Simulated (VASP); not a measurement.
Wanted: the native input for a VASP 6.6.1 run.

| Item | Value |
| --- | --- |
| Task | single point |
| Functional | LDA |
| Potentials or basis | VASP PAW LDA potentials, release 64 (Hf_pv, O) |
| Cutoff | 520 eV |
| k mesh | 4 × 6 × 6 |
| Occupations | gaussian, width 0.02 eV |
| Spin | no spin polarisation |
| Dipole correction | no |
| Further INCAR settings | ALGO = Normal; EDIFF = 1e-06; NBANDS = 56 |

The structure of HfO2 lies in POSCAR:

```
HfO2
1.0
    5.1813836899      0.0000000000      0.0000000000
    0.0000000000      4.9757466218      0.0000000000
    0.0000000000      0.0000000000      4.9962016039
Hf O
4 8
Direct
    0.0329067823      0.2680462524      0.2431567555
    0.4670932177      0.2680462524      0.7431567555
    0.5329067823      0.7319537476      0.2431567555
    0.9670932177      0.7319537476      0.7431567555
    0.3689232077      0.0730566900      0.3789227936
    0.1310767923      0.0730566900      0.8789227936
    0.7354632560      0.4585497721      0.4909204510
    0.7645367440      0.4585497721      0.9909204510
    0.2645367440      0.5414502279      0.9909204510
    0.2354632560      0.5414502279      0.4909204510
    0.8689232077      0.9269433100      0.3789227936
    0.6310767923      0.9269433100      0.8789227936
```

These files were run (other wordings do the same):

INCAR

```
SYSTEM = HfO2
  ALGO = Normal
  EDIFF = 1E-6
  ENCUT = 520
  GGA = CA
  ISIF = 2
  ISMEAR = 0
  LASPH = .TRUE.
  LCHARG = .FALSE.
  LREAL = .FALSE.
  LWAVE = .FALSE.
  NBANDS = 56
  NELM = 60
  PREC = Accurate
  SIGMA = 0.02
```

KPOINTS

```
k-points
0
G
  4 6 6
  0 0 0
```

Potentials or basis: VASP PAW LDA potentials, release 64 (Hf_pv, O).

The run is started by

```bash
$ cat potpaw_LDA.64/Hf_pv/POTCAR potpaw_LDA.64/O/POTCAR > POTCAR
$ mpirun -np 1 vasp_std > vasp.out
```

Results of the run:

```
Pressure               : -2.6 GPa
Largest force          : 0.054 eV/Å
Band gap on the k mesh : 4.29 eV (least direct gap 4.52 eV)
```

Caveat: spin-orbit coupling is left out, which moves the levels of the heavy elements.

Wall time 3.9 min on 1 thread of Intel(R) Xeon(R) Platinum 8488C (Sapphire Rapids), with other jobs on the host, peak memory 0.36 GiB.
